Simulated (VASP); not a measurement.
# Ag3BiSb2 (P4/mmm) in VASP: a series of runs

Ag3BiSb2 is run at these levels: PBEsol; tasks: single point, relaxation of cell and atoms.

Everything below comes from runs of VASP 6.6.1. Logs are shortened: lines on timing, memory, paths and dates and some standing lists are left out, and cuts for length are marked.

### Step 1. The cell of the first run

It takes space group P4/mmm (No. 123, tetragonal). The conventional cell has a = 3.563 Å, b = 3.563 Å, c = 10.534 Å, α = 90.00°, β = 90.00°, γ = 90.00°. Within 4.0 Å of Ag (site symmetry 4mm) lie 4 Sb at 3.00 Å and 4 Bi at 3.17 Å and 6 Ag at 3.34 to 3.85 Å. Within 4.0 Å of Ag (site symmetry 4/mmm) lie 8 Sb at 3.04 Å and 6 Ag at 3.34 to 3.56 Å. Bi (site symmetry 4/mmm) has 8 Ag at 3.17 Å and 2 Sb at 3.56 Å and 4 Bi at 3.56 Å within 4.2 Å. Sb (site symmetry 4mm) has 8 Ag at 3.00 to 3.04 Å and 5 Sb at 3.42 to 3.56 Å and 1 Bi at 3.56 Å within 4.0 Å.

### Step 2. Single point, PBEsol

Input file INCAR:

```
PREC = Accurate
ENCUT = 520
EDIFF = 1E-7
ISMEAR = -1
SIGMA = 0.03
LREAL = F
LASPH = T
NELM = 60
ALGO = Normal
ISIF = 2
LWAVE = F
LCHARG = F
GGA = PS
NBANDS = 38
```

Input file KPOINTS:

```
regular mesh
0
Gamma
  6 6 2
```

Input file POSCAR:

```
Ag3BiSb2
1.0
    3.5625152014      0.0000000000      0.0000000000
    0.0000000000      3.5625152014      0.0000000000
    0.0000000000      0.0000000000     10.5335932769
Ag Bi Sb
3 1 2
Direct
    0.5000000000      0.5000000000      0.1825570556
    0.5000000000      0.5000000000      0.5000000000
    0.5000000000      0.5000000000      0.8174429444
    0.0000000000      0.0000000000      0.0000000000
    0.0000000000      0.0000000000      0.3378023494
    0.0000000000      0.0000000000      0.6621976506
```

Potentials or basis: VASP PAW PBE potentials, release 64 (Ag, Bi_d, Sb).

Run with:

```sh
cat potpaw_PBE.64/Ag/POTCAR potpaw_PBE.64/Bi_d/POTCAR potpaw_PBE.64/Sb/POTCAR > POTCAR
mpirun -np 1 vasp_std > vasp.out
```

OUTCAR:

```text
PREC = Accurate
   ENCUT = 520
   EDIFF = 1E-7
   ISMEAR = -1
   LREAL = F
   LASPH = T
   NELM = 60
   ISIF = 2
   GGA = PS

 ion  position               nearest neighbor table
   1  0.500  0.500  0.183-   5 3.00   5 3.00   5 3.00   5 3.00   4 3.17   4 3.17   4 3.17   4 3.17
                             2 3.34
   2  0.500  0.500  0.500-   5 3.04   6 3.04   5 3.04   6 3.04   5 3.04   6 3.04   5 3.04   6 3.04
                             1 3.34   3 3.34
   3  0.500  0.500  0.817-   6 3.00   6 3.00   6 3.00   6 3.00   4 3.17   4 3.17   4 3.17   4 3.17
                             2 3.34
   4  0.000  0.000  0.000-   1 3.17   3 3.17   1 3.17   3 3.17   1 3.17   3 3.17   1 3.17   3 3.17
                             5 3.56   6 3.56
   5  0.000  0.000  0.338-   1 3.00   1 3.00   1 3.00   1 3.00   2 3.04   2 3.04   2 3.04   2 3.04
                             6 3.42   4 3.56
   6  0.000  0.000  0.662-   3 3.00   3 3.00   3 3.00   3 3.00   2 3.04   2 3.04   2 3.04   2 3.04
                             5 3.42   4 3.56

  LATTYP: Found a simple tetragonal cell.
 ALAT       =     3.5625152014
 C/A-ratio  =     2.9567854960

  Lattice vectors:

 A1 = (   3.5625152014,   0.0000000000,   0.0000000000)
 A2 = (   0.0000000000,   3.5625152014,   0.0000000000)
 A3 = (   0.0000000000,   0.0000000000,  10.5335932769)

Analysis of symmetry for initial positions (statically):
=====================================================================
 Subroutine PRICEL returns:
 Original cell was already a primitive cell.

 Routine SETGRP: Setting up the symmetry group for a
 simple tetragonal supercell.

 Subroutine GETGRP returns: Found 16 space group operations
 (whereof 16 operations were pure point group operations)
 out of a pool of 16 trial point group operations.

The static configuration has the point symmetry D_4h.

Analysis of symmetry for dynamics (positions and initial velocities):
=====================================================================
 Subroutine PRICEL returns:
 Original cell was already a primitive cell.

 Routine SETGRP: Setting up the symmetry group for a
 simple tetragonal supercell.

 Subroutine GETGRP returns: Found 16 space group operations
 (whereof 16 operations were pure point group operations)
 out of a pool of 16 trial point group operations.

The dynamic configuration has the point symmetry D_4h.

 Subroutine INISYM returns: Found 16 space group operations
 (whereof 16 operations are pure point group operations),
 and found     1 'primitive' translations

----------------------------------------------------------------------------------------

                                     Primitive cell

  volume of cell :     133.6873

  direct lattice vectors                    reciprocal lattice vectors
     3.562515201  0.000000000  0.000000000     0.280700557  0.000000000  0.000000000
     0.000000000  3.562515201  0.000000000     0.000000000  0.280700557  0.000000000
     0.000000000  0.000000000 10.533593277     0.000000000  0.000000000  0.094934366

  length of vectors
     3.562515201  3.562515201 10.533593277     0.280700557  0.280700557  0.094934366

  position of ions in fractional coordinates (direct lattice)
     0.500000000  0.500000000  0.182557056
     0.500000000  0.500000000  0.500000000
     0.500000000  0.500000000  0.817442944
     0.000000000  0.000000000  0.000000000
     0.000000000  0.000000000  0.337802349
     0.000000000  0.000000000  0.662197651

  ion indices of the primitive-cell ions
   primitive index   ion index
                 1           1
                 2           2
                 3           3
                 4           4
                 5           5
                 6           6

----------------------------------------------------------------------------------------

 KPOINTS: regular mesh

Automatic generation of k-mesh.
 Grid dimensions read from file:
 generate k-points for:    6    6    2

 Generating k-lattice:

  Cartesian coordinates                     Fractional coordinates (reciprocal lattice)
     0.046783426  0.000000000  0.000000000     0.166666667  0.000000000  0.000000000
     0.000000000  0.046783426  0.000000000     0.000000000  0.166666667  0.000000000
     0.000000000  0.000000000  0.047467183     0.000000000  0.000000000  0.500000000

  Length of vectors
     0.046783426  0.046783426  0.047467183

  Shift w.r.t. Gamma in fractional coordinates (k-lattice)
     0.000000000  0.000000000  0.000000000

 Subroutine IBZKPT returns following result:
 ===========================================

 Found     20 irreducible k-points:

 Following reciprocal coordinates:
            Coordinates               Weight
  0.000000  0.000000  0.000000      1.000000
  0.166667  0.000000  0.000000      4.000000
  0.333333  0.000000  0.000000      4.000000
  0.500000  0.000000  0.000000      2.000000
  0.166667  0.166667  0.000000      4.000000
  0.333333  0.166667  0.000000      8.000000
[... 12 lines left out ...]
  0.500000  0.333333  0.500000      4.000000
  0.500000  0.500000  0.500000      1.000000
   k-points           NKPTS =     20   k-points in BZ     NKDIM =     20   number of bands    NBANDS=     38
   number of dos      NEDOS =    301   number of ions     NIONS =      6
   total plane-waves  NPLWV =  62720
   dimension x,y,z NGX =    28 NGY =   28 NGZ =   80
   dimension x,y,z NGXF=    56 NGYF=   56 NGZF=  160
   ions per type =               3   1   2
   NGX,Y,Z   is equivalent  to a cutoff of  13.07, 13.07, 12.63 a.u.
   NGXF,Y,Z  is equivalent  to a cutoff of  26.13, 26.13, 25.25 a.u.
 SYSTEM =  unknown system
   PREC   = accura    normal or accurate (medium, high low for compatibility)
   ISTART =      0    job   : 0-new  1-cont  2-samecut
   ICHARG =      2    charge: 1-file 2-atom 10-const
   ISPIN  =      1    spin polarized calculation?
   LNONCOLLINEAR =      F non collinear calculations
   LSORBIT =      F    spin-orbit coupling
   LASPH  =      T    aspherical Exc in radial PAW
   ENCUT  =  520.0 eV  38.22 Ry    6.18 a.u.   6.62  6.62 19.59*2*pi/ulx,y,z
   NELM   =     60;   NELMIN=  2; NELMDL= -5     # of ELM steps
   EDIFF  = 0.1E-06   stopping-criterion for ELM
   LREAL  =      F    real-space projection
   EDIFFG = 0.1E-05   stopping-criterion for IOM
   NSW    =      0    number of steps for IOM
   IBRION =     -1    ionic relax: 0-MD 1-quasi-New 2-CG
   NFREE  =      0    steps in history (QN), initial steepest desc. (CG)
   ISIF   =      2    stress and relaxation
   ISYM   =      2    0-nonsym 1-usesym 2-fastsym
   POTIM  = 0.5000    time-step for ionic-motion
   TEBEG  =    0.0;   TEEND  =   0.0 temperature during run
   PSTRESS=    0.0 pullay stress
   NELECT =      58.0000    total number of electrons
   NUPDOWN=      -1.0000    fix difference up-down
   EMIN   =  10.00;   EMAX   =-10.00  energy-range for DOS
   EFERMI =   0.00;   METHOD = LEGACY
   ISMEAR =    -1;   SIGMA  =   0.03  broadening in eV -4-tet -1-fermi 0-gaus
   EFERMI_NEDOS =   21; number of points for ismear=-14 and -15
   IALGO  =     38    algorithm
   IMIX   =      4    mixing-type and parameters
     AMIX     =   0.40;   BMIX     =  1.00
     AMIX_MAG =   1.60;   BMIX_MAG =  1.00
  volume/ion in A,a.u.               =      22.28       150.36
  Fermi-wavevector in a.u.,A,eV,Ry     =   1.239332  2.341997 20.897768  1.535943
  Thomas-Fermi vector in A             =   2.373819
   LORBIT       =      0    0 simple, 1 ext, 2 COOP (PROOUT), +10 PAW based schemes
   GGA     = PS    functional components
   LHFCALC =     F    Hartree Fock is set to
   AEXX    =    0.0000 exact exchange contribution
   IVDW    =     0    specifies the selected vdW correction
   LEPSILON=     F    determine dielectric tensor
   LRPA    =     F    only Hartree local field effects (RPA)
 non-spin polarized calculation
  energy-cutoff  :      520.00
  volume of cell :      133.69
 maximum number of plane-waves:      3631
 NGX is ok and might be reduce to    28
   NGX = 13   NGY = 13   NGZ = 39

 number of electron      57.9999992 magnetization

 Free energy of the ion-electron system (eV)
  ---------------------------------------------------
  ext. energy  EPLUGINS =         0.00000000
  ---------------------------------------------------
  free energy    TOTEN  =       -22.27466665 eV

  energy without entropy =      -22.26829500  energy(sigma->0) =      -22.27148083

 E-fermi :   8.7475     XC(G=0): -11.2400

 val. band max:        8.7367907830   @ k =   0.5000   0.1667   0.5000
 cond. band min:       8.8048047217   @ k =   0.5000   0.5000   0.0000
 fundamental gap:      0.0680139387
 Fermi energy:         8.7475158259

 k-point     1 :       0.0000    0.0000    0.0000
  band No.  band energies     occupation
      1     -14.3518      2.00000
      2     -14.3122      2.00000
      3     -14.2557      2.00000
      4     -14.2557      2.00000
      5     -14.2205      2.00000
      6      -3.9677      2.00000
[... 30 lines left out ...]
     37      14.7732      0.00000
     38      14.9745      0.00000

 k-point     2 :       0.1667    0.0000    0.0000
  band No.  band energies     occupation
      1     -14.3344      2.00000
      2     -14.2977      2.00000
      3     -14.2663      2.00000
      4     -14.2550      2.00000
      5     -14.2296      2.00000
      6      -3.6986      2.00000
[... 30 lines left out ...]
     37      14.3807      0.00000
     38      15.0940      0.00000

 k-point     3 :       0.3333    0.0000    0.0000
  band No.  band energies     occupation
      1     -14.3230      2.00000
      2     -14.2873      2.00000
      3     -14.2535      2.00000
      4     -14.2478      2.00000
      5     -14.2453      2.00000
      6      -3.0194      2.00000
[... 30 lines left out ...]
     37      14.8814      0.00000
[... 617 lines left out ...]
 k-point    19 :       0.5000    0.3333    0.5000
  band No.  band energies     occupation
      1     -14.2942      2.00000
      2     -14.2906      2.00000
      3     -14.2830      2.00000
      4     -14.2547      2.00000
      5     -14.1847      2.00000
      6      -1.8221      2.00000
[... 30 lines left out ...]
     37      11.9619      0.00000
     38      13.0945      0.00000

 k-point    20 :       0.5000    0.5000    0.5000
  band No.  band energies     occupation
      1     -14.3017      2.00000
      2     -14.2930      2.00000
      3     -14.2930      2.00000
      4     -14.2443      2.00000
      5     -14.1625      2.00000
      6      -1.5021      2.00000
[... 30 lines left out ...]
     37      10.5468      0.00000
     38      11.1074      0.00000

------------------------ aborting loop because EDIFF is reached ----------------------------------------

  FORCE on cell =-STRESS in cart. coord.  units (eV):
  Direction    XX          YY          ZZ          XY          YZ          ZX
  --------------------------------------------------------------------------------------
  -------------------------------------------------------------------------------------
  Total       -0.0448130     -0.0448130     -0.0284685      0.0000000     -0.0000000      0.0000000
  in kB       -0.5370620     -0.5370620     -0.3411818      0.0000000     -0.0000000      0.0000000
  external PRESSURE =      -0.4717686 kB  Pullay stress =       0.0000000 kB

 VOLUME and BASIS-vectors are now :
 -----------------------------------------------------------------------------
  energy-cutoff  :      520.00
  volume of cell :      133.69
      direct lattice vectors                 reciprocal lattice vectors
     3.562515201  0.000000000  0.000000000     0.280700557  0.000000000  0.000000000
     0.000000000  3.562515201  0.000000000     0.000000000  0.280700557  0.000000000
     0.000000000  0.000000000 10.533593277     0.000000000  0.000000000  0.094934366

 POSITION                                       TOTAL-FORCE (eV/Angst)
 -----------------------------------------------------------------------------------
      1.78126      1.78126      1.92298        -0.000000      0.000000      0.010587
      1.78126      1.78126      5.26680        -0.000000     -0.000000      0.000000
      1.78126      1.78126      8.61061        -0.000000     -0.000000     -0.010587
      0.00000      0.00000      0.00000        -0.000000     -0.000000      0.000000
      0.00000      0.00000      3.55827         0.000000     -0.000000     -0.010154
      0.00000      0.00000      6.97532        -0.000000      0.000000      0.010154
 -----------------------------------------------------------------------------------
    total drift:                                0.000000      0.000000     -0.000000

  FREE ENERGIE OF THE ION-ELECTRON SYSTEM (eV)
  ---------------------------------------------------
  free  energy   TOTEN  =       -22.2746666523 eV

  energy  without entropy=      -22.2682950016  energy(sigma->0) =      -22.27148083
```

Wall time 38 s (1 thread of Intel Xeon 6975P-C (Granite Rapids), shared host); peak memory 0.29 GiB.

Results:

* Free energy: -22.2747 eV
* Pressure: 0.0 GPa
* Largest force: 0.011 eV/Å
* Band gap on the k mesh: zero (bands 29 and 30 overlap by 2.94 eV)

Forces on the atoms (eV/Å):
```
Ag   0.000  0.000  0.011
Ag   0.000  0.000  0.000
Ag   0.000  0.000 -0.011
Bi   0.000  0.000  0.000
Sb   0.000  0.000 -0.010
Sb   0.000  0.000  0.010
```

Caveat: the PAW data sets were made with another functional, which shifts forces and pressure a little; spin-orbit coupling is left out, which moves the levels of the heavy elements.

### Step 3. Relaxation of cell and atoms, PBEsol

This run uses another cell than the first one, of 25.85 Å³/atom.

Input file INCAR:

```
PREC = Accurate ; ENCUT = 600
EDIFF = 1E-6 ; ISMEAR = -1
SIGMA = 0.03 ; LREAL = False
LASPH = True ; NELM = 60
ALGO = Normal ; ISIF = 3
LWAVE = False ; LCHARG = False
GGA = PS ; IBRION = 2
NSW = 100 ; EDIFFG = -0.01
```

Input file KPOINTS:

```
Automatic mesh
0
Gamma
  6 6 2
```

Input file POSCAR:

```
Ag3BiSb2
1.0
    3.6989297600      0.0000000000      0.0000000000
    0.0000000000      3.6989297600      0.0000000000
    0.0000000000      0.0000000000     11.3373397800
Ag Bi Sb
3 1 2
Direct
    0.5000000000      0.5000000000      0.1817286000
    0.5000000000      0.5000000000      0.5000000000
    0.5000000000      0.5000000000      0.8182714000
    0.0000000000      0.0000000000      0.0000000000
    0.0000000000      0.0000000000      0.3392778000
    0.0000000000      0.0000000000      0.6607222000
```

Potentials or basis: VASP PAW PBE potentials, release 64 (Ag, Bi_d, Sb).

Run with:

```sh
cat potpaw_PBE.64/Ag/POTCAR potpaw_PBE.64/Bi_d/POTCAR potpaw_PBE.64/Sb/POTCAR > POTCAR
mpirun -np 1 vasp_std > vasp.out
```

It took 6.6 min on 1 thread of Intel Xeon 6975P-C (Granite Rapids), shared host; peak memory 0.39 GiB.

Results (log left out):

```yaml
Free_energy: -22.2783 eV
Relaxed_volume: 22.28 Å³/atom
Relaxed_cell: a = 3.561 Å, b = 3.561 Å, c = 10.542 Å, α = 90.00°, β = 90.00°, γ = 90.00°
Space_group_after_relaxing_to_0.1_Å: P4/mmm (No. 123)
Energy_gained_by_relaxing: 109.3 meV/atom
Ionic_steps: 12
Pressure_after_relaxing: 0.0 GPa
Largest_force_after_relaxing: 0.010 eV/Å
Band_gap_on_the_k_mesh: zero (bands 29 and 30 overlap by 2.95 eV)
```

Forces in eV/Å, atoms in the order of the input:
```
Ag   0.000  0.000  0.010
Ag   0.000  0.000  0.000
Ag   0.000  0.000 -0.010
Bi   0.000  0.000  0.000
Sb   0.000  0.000 -0.004
Sb   0.000  0.000  0.004
```

The path:
| step | energy change (eV) | largest force (eV/Å) | pressure (GPa) | volume (Å³) |
| --- | --- | --- | --- | --- |
| 1 | 0.0000 | 0.1008 | -8.32 | 155.12 |
| 2 | -0.5476 | 0.1282 | 4.86 | 126.90 |
| 3 | -0.6467 | 0.0931 | 0.04 | 133.73 |
| 4 | -0.6464 | 0.0919 | -0.20 | 134.14 |
| 5 | -0.6492 | 0.0686 | -0.20 | 134.11 |
| 6 | -0.6543 | 0.0082 | -0.16 | 134.00 |
| 7 | -0.6506 | 0.1138 | -0.08 | 133.73 |
| 8 | -0.6551 | 0.0366 | -0.15 | 133.92 |
| 9 | -0.6550 | 0.0205 | 0.29 | 133.17 |
| 10 | -0.6553 | 0.0299 | 0.06 | 133.61 |
| 11 | -0.6555 | 0.0138 | 0.02 | 133.64 |
| 12 | -0.6556 | 0.0096 | 0.00 | 133.68 |

Final structure:
```
Ag Bi Sb
1.0
     3.56092    0.00000    0.00000
     0.00000    3.56092    0.00000
     0.00000    0.00000   10.54209
Ag Bi Sb
3 1 2
Direct
  0.50000 0.50000 0.18252
  0.50000 0.50000 0.50000
  0.50000 0.50000 0.81748
  0.00000 0.00000 0.00000
  0.00000 0.00000 0.33768
  0.00000 0.00000 0.66232
```

Levels at points of the mesh, in eV from the Fermi level:
```
           k point  band 27  band 28  band 29  band 30  band 31  band 32
(0.00, 0.00, 0.00)     0.11     0.50     1.69     1.81     1.81     2.16
(0.50, 0.00, 0.00)    -2.72    -2.03     0.67     0.79     2.72     2.76
(0.50, 0.50, 0.00)    -1.78    -1.74    -1.74    -0.81    -0.02     0.06
(0.00, 0.00, 0.50)     0.47     0.47     0.86     0.86     2.95     2.96
(0.50, 0.00, 0.50)    -3.94    -0.62     0.22     0.66     2.72     2.76
(0.50, 0.50, 0.50)    -3.33    -0.74    -0.42    -0.41    -0.31    -0.31
```

Caveat: the PAW data sets were made with another functional, which shifts forces and pressure a little; spin-orbit coupling is left out, which moves the levels of the heavy elements.
